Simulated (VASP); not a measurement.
# Hf in VASP: notebook

The runs below take Hf through relaxation of cell and atoms, single point, with LDA, r2SCAN.

Everything below comes from runs of VASP 6.6.1. Logs are shortened: lines on timing, memory, paths and dates and some standing lists are left out, and cuts for length are marked.

### 1 The cell of the first run

The typed cell holds 1 atom: a = 3.186 Å, b = 3.144 Å, c = 3.171 Å, α = 58.26°, β = 59.63°, γ = 58.75°.

### 2 Relaxation of cell and atoms, LDA (the cell strained at random)

Input file INCAR:

```
ALGO = Normal
EDIFF = 1E-6
EDIFFG = -0.01
ENCUT = 600
IBRION = 2
ISIF = 3
ISMEAR = -1
LASPH = T
LCHARG = F
LREAL = F
LWAVE = F
NELM = 100
NSW = 80
PREC = Accurate
SIGMA = 0.1
```

Input file KPOINTS:

```
k-points
0
Gamma
  10 10 10
```

Input file POSCAR:

```
Hf
1.0
    0.0173130000      2.2426220000      2.2627640000
    2.2285460000      0.0627270000      2.2173490000
    2.2578450000      2.2265060000      0.0334280000
Hf
1
Direct
    0.0000000000      0.0000000000      0.0000000000
```

Potentials or basis: VASP PAW LDA potentials, release 64 (Hf_pv).

Started as:

```bash
$ cat potpaw_LDA.64/Hf_pv/POTCAR > POTCAR
$ mpirun -np 1 vasp_std > vasp.out
```

OUTCAR:

```text
EDIFF = 1E-6
   EDIFFG = -0.01
   ENCUT = 600
   IBRION = 2
   ISIF = 3
   ISMEAR = -1
   LASPH = T
   LREAL = F
   NELM = 100
   NSW = 80
   PREC = Accurate

 ion  position               nearest neighbor table
   1  0.000  0.000  0.000-

  LATTYP: Found a triclinic cell.
 ALAT       =     5.3499798585
 B/A-ratio  =     0.5746677249
 C/A-ratio  =     0.5954915637
 COS(alpha) =     0.0090509191
 COS(beta)  =     0.3100882090
 COS(gamma) =     0.8568544940

  Lattice vectors:

 A1 = (  -2.1992470000,   2.1010520000,  -4.4012700000)
 A2 = (   0.0292990000,   2.1637790000,  -2.1839210000)
 A3 = (  -0.0173130000,  -2.2426220000,  -2.2627640000)

Analysis of symmetry for initial positions (statically):
=====================================================================
 Subroutine PRICEL returns:
 Original cell was already a primitive cell.

 Routine SETGRP: Setting up the symmetry group for a
 triclinic supercell.

 Subroutine GETGRP returns: Found  2 space group operations
 (whereof  2 operations were pure point group operations)
 out of a pool of  2 trial point group operations.

The static configuration has the point symmetry S_2 .

Analysis of symmetry for dynamics (positions and initial velocities):
=====================================================================
 Subroutine PRICEL returns:
 Original cell was already a primitive cell.

 Routine SETGRP: Setting up the symmetry group for a
 triclinic supercell.

 Subroutine GETGRP returns: Found  2 space group operations
 (whereof  2 operations were pure point group operations)
 out of a pool of  2 trial point group operations.

The dynamic configuration has the point symmetry S_2 .

 Subroutine INISYM returns: Found  2 space group operations
 (whereof  2 operations are pure point group operations),
 and found     1 'primitive' translations

----------------------------------------------------------------------------------------

                                     Primitive cell

  volume of cell :      21.8821

  direct lattice vectors                    reciprocal lattice vectors
     0.017313000  2.242622000  2.262764000    -0.225519665  0.225386703  0.220282471
     2.228546000  0.062727000  2.217349000     0.226810548 -0.233450697  0.229637248
     2.257845000  2.226506000  0.033428000     0.220762134  0.228693066 -0.228346463

  length of vectors
     3.185867871  3.144358208  3.171168624     0.387534065  0.398340957  0.391380308

  position of ions in fractional coordinates (direct lattice)
     0.000000000  0.000000000  0.000000000

  ion indices of the primitive-cell ions
   primitive index   ion index
                 1           1

----------------------------------------------------------------------------------------

 KPOINTS: k-points

Automatic generation of k-mesh.
 Grid dimensions read from file:
 generate k-points for:   10   10   10

 Generating k-lattice:

  Cartesian coordinates                     Fractional coordinates (reciprocal lattice)
    -0.022551967  0.022538670  0.022028247     0.100000000 -0.000000000 -0.000000000
     0.022681055 -0.023345070  0.022963725     0.000000000  0.100000000  0.000000000
     0.022076213  0.022869307 -0.022834646     0.000000000 -0.000000000  0.100000000

  Length of vectors
     0.038753407  0.039834096  0.039138031

  Shift w.r.t. Gamma in fractional coordinates (k-lattice)
     0.000000000  0.000000000  0.000000000

 Subroutine IBZKPT returns following result:
 ===========================================

 Found    504 irreducible k-points:

 Following reciprocal coordinates:
            Coordinates               Weight
  0.000000  0.000000  0.000000      1.000000
  0.100000  0.000000 -0.000000      2.000000
  0.200000  0.000000 -0.000000      2.000000
  0.300000  0.000000 -0.000000      2.000000
  0.400000  0.000000 -0.000000      2.000000
  0.500000  0.000000 -0.000000      1.000000
[... 16 lines left out ...]
 -0.400000  0.200000 -0.000000      2.000000
 -0.300000  0.200000 -0.000000      2.000000
 [... further k-points ...]
   k-points           NKPTS =    504   k-points in BZ     NKDIM =    504   number of bands    NBANDS=      9
   number of dos      NEDOS =    301   number of ions     NIONS =      1
   total plane-waves  NPLWV =  21952
   dimension x,y,z NGX =    28 NGY =   28 NGZ =   28
   dimension x,y,z NGXF=    56 NGYF=   56 NGZF=   56
   ions per type =               1
   NGX,Y,Z   is equivalent  to a cutoff of  14.61, 14.80, 14.68 a.u.
   NGXF,Y,Z  is equivalent  to a cutoff of  29.22, 29.61, 29.36 a.u.
 SYSTEM =  unknown system
   PREC   = accura    normal or accurate (medium, high low for compatibility)
   ISTART =      0    job   : 0-new  1-cont  2-samecut
   ICHARG =      2    charge: 1-file 2-atom 10-const
   ISPIN  =      1    spin polarized calculation?
   LNONCOLLINEAR =      F non collinear calculations
   LSORBIT =      F    spin-orbit coupling
   LASPH  =      T    aspherical Exc in radial PAW
   ENCUT  =  600.0 eV  44.10 Ry    6.64 a.u.   6.36  6.28  6.33*2*pi/ulx,y,z
   NELM   =    100;   NELMIN=  2; NELMDL= -5     # of ELM steps
   EDIFF  = 0.1E-05   stopping-criterion for ELM
   LREAL  =      F    real-space projection
   EDIFFG = -.1E-01   stopping-criterion for IOM
   NSW    =     80    number of steps for IOM
   IBRION =      2    ionic relax: 0-MD 1-quasi-New 2-CG
   NFREE  =      1    steps in history (QN), initial steepest desc. (CG)
   ISIF   =      3    stress and relaxation
   ISYM   =      2    0-nonsym 1-usesym 2-fastsym
   POTIM  = 0.5000    time-step for ionic-motion
   TEBEG  =    0.0;   TEEND  =   0.0 temperature during run
   PSTRESS=    0.0 pullay stress
   NELECT =      10.0000    total number of electrons
   NUPDOWN=      -1.0000    fix difference up-down
   EMIN   =  10.00;   EMAX   =-10.00  energy-range for DOS
   EFERMI =   0.00;   METHOD = LEGACY
   ISMEAR =    -1;   SIGMA  =   0.10  broadening in eV -4-tet -1-fermi 0-gaus
   EFERMI_NEDOS =   21; number of points for ismear=-14 and -15
   IALGO  =     38    algorithm
   IMIX   =      4    mixing-type and parameters
     AMIX     =   0.40;   BMIX     =  1.00
     AMIX_MAG =   1.60;   BMIX_MAG =  1.00
  volume/ion in A,a.u.               =      21.88       147.67
  Fermi-wavevector in a.u.,A,eV,Ry     =   1.260991  2.382927 21.634585  1.590097
  Thomas-Fermi vector in A             =   2.394472
   LORBIT       =      0    0 simple, 1 ext, 2 COOP (PROOUT), +10 PAW based schemes
   GGA     = CA    functional components
   LHFCALC =     F    Hartree Fock is set to
   AEXX    =    0.0000 exact exchange contribution
   IVDW    =     0    specifies the selected vdW correction
   LEPSILON=     F    determine dielectric tensor
   LRPA    =     F    only Hartree local field effects (RPA)
 conjugate gradient relaxation of ions
 non-spin polarized calculation
  energy-cutoff  :      600.00
  volume of cell :       21.88
 maximum number of plane-waves:       744
 NGX is ok and might be reduce to    28
   NGX = 13   NGY = 13   NGZ = 13

--------------------------------------- Ionic step        1  -------------------------------------------

 number of electron      10.0000000 magnetization

 Free energy of the ion-electron system (eV)
  ---------------------------------------------------
  ext. energy  EPLUGINS =         0.00000000
  ---------------------------------------------------
  free energy    TOTEN  =       -10.62876118 eV

  energy without entropy =      -10.58090912  energy(sigma->0) =      -10.60483515

------------------------ aborting loop because EDIFF is reached ----------------------------------------

  FORCE on cell =-STRESS in cart. coord.  units (eV):
  Direction    XX          YY          ZZ          XY          YZ          ZX
  --------------------------------------------------------------------------------------
  -------------------------------------------------------------------------------------
  Total       -0.7938706     -0.6940809     -0.7523754     -0.1809836     -0.3095943      0.0578226
  in kB      -58.1261156    -50.8196506    -55.0878896    -13.2513679    -22.6680693      4.2336939
  external PRESSURE =     -54.6778852 kB  Pullay stress =       0.0000000 kB

 VOLUME and BASIS-vectors are now :
 -----------------------------------------------------------------------------
  energy-cutoff  :      600.00
  volume of cell :       21.88
      direct lattice vectors                 reciprocal lattice vectors
     0.017313000  2.242622000  2.262764000    -0.225519665  0.225386703  0.220282471
     2.228546000  0.062727000  2.217349000     0.226810548 -0.233450697  0.229637248
     2.257845000  2.226506000  0.033428000     0.220762134  0.228693066 -0.228346463
[... 246 lines left out ...]
 POSITION                                       TOTAL-FORCE (eV/Angst)
 -----------------------------------------------------------------------------------
      2.18237      2.18418      0.00020         0.000000      0.000000     -0.000000
 -----------------------------------------------------------------------------------
    total drift:                                0.000000      0.000000      0.000000

  FREE ENERGIE OF THE ION-ELECTRON SYSTEM (eV)
  ---------------------------------------------------
  free  energy   TOTEN  =       -10.6564503730 eV

  energy  without entropy=      -10.6119253087  energy(sigma->0) =      -10.63418784

--------------------------------------- Ionic step        9  -------------------------------------------

 number of electron      10.0000000 magnetization

 Free energy of the ion-electron system (eV)
  ---------------------------------------------------
  ext. energy  EPLUGINS =         0.00000000
  ---------------------------------------------------
  free energy    TOTEN  =       -10.65646492 eV

  energy without entropy =      -10.61200116  energy(sigma->0) =      -10.63423304

 E-fermi :   5.1545     XC(G=0): -11.8104

 val. band max:        5.1066015290   @ k =   0.3000   0.2000   0.2000
 cond. band min:       5.1588058386   @ k =   0.3000   0.0000  -0.0000
 fundamental gap:      0.0522043097
 Fermi energy:         5.1545396123

 k-point     1 :       0.0000    0.0000    0.0000
  band No.  band energies     occupation
      1     -24.4447      2.00000
      2     -24.4445      2.00000
      3     -24.4442      2.00000
      4      -2.2417      2.00000
      5       6.5011      0.00000
      6       6.5028      0.00000
      7       6.5058      0.00000
      8       9.5253      0.00000
      9       9.5288      0.00000

 k-point     2 :       0.1000    0.0000   -0.0000
  band No.  band energies     occupation
      1     -24.5539      2.00000
      2     -24.4580      2.00000
      3     -24.4577      2.00000
      4      -1.8624      2.00000
      5       6.1452      0.00010
      6       6.6758      0.00000
      7       6.6791      0.00000
      8       9.3405      0.00000
      9       9.3438      0.00000
[... 253 lines left out ...]
 k-point    24 :      -0.3000    0.2000   -0.0000
  band No.  band energies     occupation
      1     -25.2598      2.00000
      2     -24.8428      2.00000
      3     -24.5846      2.00000
      4       2.1923      2.00000
      5       4.7991      1.94437
      6       5.2144      0.70953
      7       7.4402      0.00000
      8       9.5342      0.00000
      9      12.9178      0.00000

 [... further k-points ...]

------------------------ aborting loop because EDIFF is reached ----------------------------------------

  FORCE on cell =-STRESS in cart. coord.  units (eV):
  Direction    XX          YY          ZZ          XY          YZ          ZX
  --------------------------------------------------------------------------------------
  -------------------------------------------------------------------------------------
  Total        0.0011912     -0.0018467     -0.0005721      0.0015925     -0.0001117      0.0014295
  in kB        0.0918239     -0.1423570     -0.0440990      0.1227591     -0.0086071      0.1101989
  external PRESSURE =      -0.0315440 kB  Pullay stress =       0.0000000 kB

 VOLUME and BASIS-vectors are now :
 -----------------------------------------------------------------------------
  energy-cutoff  :      600.00
  volume of cell :       20.78
      direct lattice vectors                 reciprocal lattice vectors
    -0.000267978  2.182219919  2.182542229    -0.229104711  0.229091736  0.229095249
     2.181763375 -0.000376316  2.182229795     0.229140582 -0.229121466  0.229115764
     2.181865077  2.182017884 -0.000029238     0.229165442  0.229138923 -0.229076947

 POSITION                                       TOTAL-FORCE (eV/Angst)
 -----------------------------------------------------------------------------------
      0.00000      0.00000      0.00000         0.000000      0.000000      0.000000
 -----------------------------------------------------------------------------------
    total drift:                                0.000000     -0.000000     -0.000000

  FREE ENERGIE OF THE ION-ELECTRON SYSTEM (eV)
  ---------------------------------------------------
  free  energy   TOTEN  =       -10.6564649184 eV

  energy  without entropy=      -10.6120011636  energy(sigma->0) =      -10.63423304

 reached required accuracy - stopping structural energy minimisation
```

Wall time 3.5 min (1 thread of Intel Xeon 6975P-C (Granite Rapids), shared host); peak memory 0.27 GiB.

What came out:

```
Free energy                            : -10.6565 eV
Relaxed volume                         : 20.78 Å³/atom
Relaxed cell                           : a = 3.086 Å, b = 3.086 Å, c = 3.086 Å, α = 60.01°, β = 60.01°, γ = 60.00°
Space group after relaxing (to 0.05 Å) : Fm-3m (No. 225)
Energy gained by relaxing              : 27.7 meV/atom
Ionic steps                            : 9
Pressure after relaxing                : 0.0 GPa
Band gap on the k mesh                 : zero (band 5 reaches 6.50 eV, above the bottom of band 6 at 4.75 eV)
```

The path:
```tsv
step	energy change (eV)	largest force (eV/Å)	pressure (GPa)	volume (Å³)
1	0.0000	0.0000	-5.47	21.88
2	-0.0002	0.0000	7.66	19.59
3	-0.0248	0.0000	0.50	20.70
4	-0.0276	0.0000	0.05	20.77
5	-0.0276	0.0000	-0.01	20.79
6	-0.0276	0.0000	0.01	20.78
7	-0.0277	0.0000	0.08	20.77
8	-0.0277	0.0000	-0.15	20.81
9	-0.0277	0.0000	0.00	20.78
```

Final structure:
```
CELL_PARAMETERS angstrom
-0.00027 2.18222 2.18254
2.18176 -0.00038 2.18223
2.18187 2.18202 -0.00003
ATOMIC_POSITIONS crystal
Hf 0.00000 0.00000 0.00000
```

Caveat: the cell differs from its parent crystal (the cell strained at random); spin-orbit coupling is left out, which moves the levels of the heavy elements. Zero-point motion and thermal expansion aren't in these numbers.

### 3 Single point, LDA

Input file INCAR:

```
ALGO     = Fast           # electronic algorithm
EDIFF    = 1E-6           # SCF threshold, eV
ENCUT    = 520            # plane-wave cutoff, eV
GGA      = CA             # functional
ISIF     = 2              # what is computed and relaxed
ISMEAR   = -1             # smearing method
LASPH    = T              # aspherical terms in the spheres
LCHARG   = T              # write CHGCAR
LELF     = T              # ELF
LREAL    = F              # projectors in reciprocal space
LVHAR    = T            
LWAVE    = F              # write WAVECAR
NBANDS   = 11             # bands
NELM     = 100            # most SCF steps
PREC     = Accurate       # precision mode
SIGMA    = 0.05           # smearing width, eV
```

KPOINTS is that of step 2.

Input file POSCAR:

```
Hf
1.0
    0.0000000000      2.2200000000      2.2200000000
    2.2200000000      0.0000000000      2.2200000000
    2.2200000000      2.2200000000      0.0000000000
Hf
1
Direct
    0.0000000000      0.0000000000      0.0000000000
```

Potentials or basis: VASP PAW LDA potentials, release 64 (Hf_pv).

Started as:

```bash
$ cat potpaw_LDA.64/Hf_pv/POTCAR > POTCAR
$ mpirun -np 1 vasp_std > vasp.out
```

It took 3.6 s on 1 thread of Intel Xeon 6975P-C (Granite Rapids), shared host; peak memory 0.13 GiB.

Results (log left out):

```yaml
Free_energy: -10.6192 eV
Pressure: -5.7 GPa
Band_gap_on_the_k_mesh: zero (band 5 reaches 6.11 eV, above the bottom of band 6 at 4.38 eV)
```

Levels at points of the mesh, in eV from the Fermi level:
```
           k point  band 3  band 4  band 5  band 6  band 7  band 8
(0.00, 0.00, 0.00)  -29.79   -7.23    1.33    1.33    1.33    4.15
(0.50, 0.00, 0.00)  -29.91   -3.71    0.79    1.09    1.09    6.36
(0.50, 0.50, 0.00)  -30.11   -3.37   -2.24    2.76    6.35    7.02
```

Caveat: spin-orbit coupling is left out, which moves the levels of the heavy elements.

### 4 Single point, r2SCAN

This run uses another cell than the first one, of 21.01 Å³/atom, 0.960 times its volume.

Input file POSCAR:

```
Hf
1.0
    0.0000000000      2.1899963220      2.1899963220
    2.1899963220      0.0000000000      2.1899963220
    2.1899963220      2.1899963220      0.0000000000
Hf
1
Direct
    0.0000000000      0.0000000000      0.0000000000
```

Input file INCAR.step1:

```
PREC = Accurate
ENCUT = 520
ISMEAR = -1
SIGMA = 0.05
LREAL = False
LASPH = True
NELM = 80
NBANDS = 11
GGA = PE
ALGO = Normal
EDIFF = 1E-4
LWAVE = True
LCHARG = False
```

Input file INCAR.step2:

```
PREC = Accurate
ENCUT = 520
EDIFF = 1E-6
ISMEAR = -1
SIGMA = 0.05
LREAL = False
LASPH = True
NELM = 80
ALGO = Normal
ISIF = 2
LWAVE = False
LCHARG = True
METAGGA = R2SCAN
LMIXTAU = True
LELF = True
LVHAR = True
NBANDS = 11
ISTART = 1
```

Input file KPOINTS:

```
regular mesh
0
Gamma
  10 10 10
```

Potentials or basis: VASP PAW PBE potentials, release 64 (Hf_pv).

Started as:

```bash
$ cat potpaw_PBE.64/Hf_pv/POTCAR > POTCAR
$ cp INCAR.step1 INCAR
$ mpirun -np 1 vasp_std > vasp.out
$ cp INCAR.step2 INCAR
$ mpirun -np 1 vasp_std > vasp.out
```

Run time: 18 s. Hardware: 1 thread of Intel Xeon Platinum 8375C at 2.90GHz (Ice Lake), shared host; peak memory 0.14 GiB.

It converged, with:

- Free energy: -45.0433 eV
- Pressure: 6.8 GPa
- Band gap on the k mesh: zero (band 5 reaches 6.69 eV, above the bottom of band 6 at 4.67 eV)

Levels at points of the mesh, in eV from the Fermi level:
```tsv
k point	band 3	band 4	band 5	band 6	band 7	band 8
(0.00, 0.00, 0.00)	-30.87	-7.77	1.63	1.63	1.63	4.86
(0.50, 0.00, 0.00)	-31.00	-3.93	0.60	1.40	1.40	7.13
(0.50, 0.50, 0.00)	-31.23	-3.61	-2.42	2.81	7.22	7.78
```

Caveat: the PAW data sets were made with another functional, which shifts forces and pressure a little; spin-orbit coupling is left out, which moves the levels of the heavy elements.

### 5 Summary

| task | level | potentials or basis | cell | cutoff (eV) | smearing | gap on the mesh (eV) | pressure (GPa) |
| --- | --- | --- | --- | --- | --- | --- | --- |
| relaxation of cell and atoms | LDA | VASP PAW LDA potentials, release 64 (Hf_pv) | relaxed from a = 3.186, b = 3.144, c = 3.171 Å, angles 58.3, 59.6, 58.8°, 1 atom | 600 | fermi-dirac 0.1 eV | none | 0.0 |
| single point | LDA | VASP PAW LDA potentials, release 64 (Hf_pv) | a = 3.140 Å, angles 60.0°, 1 atom | 520 | fermi-dirac 0.05 eV | none | -5.7 |
| single point | r2SCAN | VASP PAW PBE potentials, release 64 (Hf_pv) | a = 3.097 Å, angles 60.0°, 1 atom | 520 | fermi-dirac 0.05 eV | none | 6.8 |

Alike in all rows: no spin polarisation; k mesh 10 × 10 × 10.

Caveats: spin-orbit coupling is left out, which moves the levels of the heavy elements; the PAW data sets were made with another functional, which shifts forces and pressure a little (some runs).

Total energies depend on the potentials used, so only differences within one code and one set of settings carry meaning.
